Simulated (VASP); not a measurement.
Set up this calculation in VASP 6.6.1, as the native input.

```yaml
Task: single point
Functional: r2SCAN
Potentials_or_basis: VASP PAW PBE potentials, release 64 (Co)
Cutoff: 520 eV
k_mesh: 17 × 17 × 12
Occupations: fermi-dirac, width 0.1 eV
Spin: no spin polarisation
Dipole_correction: no
Further_INCAR_settings: ALGO = Normal; EDIFF = 1e-06; NBANDS = 16
```

Co:

```
CELL_PARAMETERS angstrom
-2.14801 2.14794 1.22873
2.14794 -2.14801 1.22873
2.14830 2.14830 -1.22886
ATOMIC_POSITIONS crystal
Co 0.99999 0.00001 0.00000
Co 0.75001 0.24999 0.50000
```

These files were run (other wordings do the same):

POSCAR

```
Co
1.0
   -2.1480067426      2.1479402298      1.2287348884
    2.1479402298     -2.1480067426      1.2287348884
    2.1482998616      2.1482998616     -1.2288567067
Co
2
Direct
    0.9999945772      0.0000054228      1.0000000000
    0.7500054228      0.2499945772      0.5000000000
```

INCAR.step1

```
SYSTEM = Co
PREC = Accurate
ENCUT = 520
ISMEAR = -1
SIGMA = 0.1
LREAL = .FALSE.
LASPH = .TRUE.
NELM = 60
NBANDS = 16
GGA = PE
ALGO = Normal
EDIFF = 1E-4
LWAVE = .TRUE.
LCHARG = .FALSE.
```

INCAR.step2

```
SYSTEM = Co
PREC = Accurate
ENCUT = 520
EDIFF = 1E-6
ISMEAR = -1
SIGMA = 0.1
LREAL = .FALSE.
LASPH = .TRUE.
NELM = 60
ALGO = Normal
ISIF = 2
LWAVE = .FALSE.
LCHARG = .TRUE.
METAGGA = R2SCAN
LMIXTAU = .TRUE.
LELF = .TRUE.
LVHAR = .TRUE.
NBANDS = 16
ISTART = 1
```

KPOINTS

```
regular mesh
0
G
  17 17 12
  0 0 0
```

Potentials or basis: VASP PAW PBE potentials, release 64 (Co).

Run with:

```console
$ cat potpaw_PBE.64/Co/POTCAR > POTCAR
$ cp INCAR.step1 INCAR
$ mpirun -np 1 vasp_std > vasp.out
$ cp INCAR.step2 INCAR
$ mpirun -np 1 vasp_std > vasp.out
```

Results of the run:

```json
{
 "Pressure": "-8.1 GPa",
 "Band gap on the k mesh": "zero (bands 9 and 10 overlap by 1.33 eV)"
}
```

Caveat: the cell stands under tension; the PAW data sets were made with another functional, which shifts forces and pressure a little; the run has no spin polarisation, though such a crystal can be magnetic.

Run time: 6.8 min on 1 thread of Intel(R) Xeon(R) 6975P-C (Granite Rapids) (shared host), peak memory 0.38 GiB.
